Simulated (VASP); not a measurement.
The system is Ga3P2N.

```
Ga P N
1.0
     5.89754    0.00000    0.00000
    -2.94877    5.10742    0.00000
     0.00000    0.00000    3.42169
Ga P N
3 2 1
Direct
  0.00000 0.50000 0.00000
  0.50000 0.00000 0.00000
  0.50000 0.50000 0.00000
  0.33333 0.66667 0.50000
  0.66667 0.33333 0.50000
  0.00000 0.00000 0.50000
```

The cell was generated, and may not be a known phase.

```yaml
Program: VASP 6.6.1
Task: relaxation of cell and atoms
Functional: PBE
Potentials_or_basis: VASP PAW PBE potentials, release 64 (Ga_d, P, N)
Cutoff: 600 eV
k_mesh: 3 × 3 × 6
Occupations: gaussian, width 0.1 eV
Spin: collinear spin, ferromagnetic start
Starting_moments: "[0.0, 0.0, 0.0, 0.0, 0.0, 1.0] μB"
```

At the start: pressure 10.4 GPa; volume 17.18 Å³/atom.

Problem. Where does the relaxation end?

Solution. Over 6 steps the energy falls by 95.1 meV/atom and the volume is 20.36 Å³/atom (+18.5 %); space group P6/mmm (No. 191, to 0.1 Å) before and after; moment 2.27 μB per cell.

Step by step:
| step | energy change (eV) | largest force (eV/Å) | pressure (GPa) | volume (Å³) |
| --- | --- | --- | --- | --- |
| 1 | 0.0000 | 0.0000 | 10.44 | 103.07 |
| 2 | -0.5407 | 0.0000 | -0.06 | 120.66 |
| 3 | -0.5412 | 0.0000 | -0.31 | 121.31 |
| 4 | -0.5685 | 0.0000 | 0.17 | 121.38 |
| 5 | -0.5700 | 0.0000 | 0.31 | 121.39 |
| 6 | -0.5707 | 0.0000 | 0.00 | 122.14 |

Final structure:
```yaml
crystal:
  lattice:
    - [6.35066, 0.00000, 0.00000]
    - [-3.17533, 5.49983, 0.00000]
    - [0.00000, 0.00000, 3.49708]
  atoms:
    - { symbol: Ga, position: [0.00000, 0.50000, 0.00000] }
    - { symbol: Ga, position: [0.50000, 0.00000, 0.00000] }
    - { symbol: Ga, position: [0.50000, 0.50000, 0.00000] }
    - { symbol: P, position: [0.33333, 0.66667, 0.50000] }
    - { symbol: P, position: [0.66667, 0.33333, 0.50000] }
    - { symbol: N, position: [0.00000, 0.00000, 0.50000] }
```

Caveat: the k points lie up to 0.38 Å⁻¹ apart in the final cell; the volume moved by over 15 % at a fixed basis, so the end points are rough.
